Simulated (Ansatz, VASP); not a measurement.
**Two plane-wave programs on Cd**

```
Cd
1.0
     0.00000    3.53417    3.53417
     3.53417    0.00000    3.53417
     3.53417    3.53417    0.00000
Cd
2
Direct
  0.12500 0.12500 0.12500
  0.87500 0.87500 0.87500
```

Alike in both runs: task single point; functional RPBE; k mesh 9 × 9 × 9; occupations fermi-dirac, width 0.1 eV; no spin polarisation.

```csv
,VASP,Ansatz
version,VASP 6.6.1,Ansatz 0.2.0
potentials or method,"VASP PAW PBE potentials, release 64 (Cd), cutoff 520 eV","plane waves (420 eV) with PAW, scalar-relativistic"
valence electrons in the cell,24,40
```

|  | VASP | Ansatz | Ansatz less VASP |
| --- | --- | --- | --- |
| pressure (GPa) | -0.2 | -0.2 | -0.06 |

VASP's potentials were made for PBE, not for RPBE. VASP's potentials hold 24 valence electrons a cell and Ansatz's 40, so a difference there can come from the potentials and not from the codes.
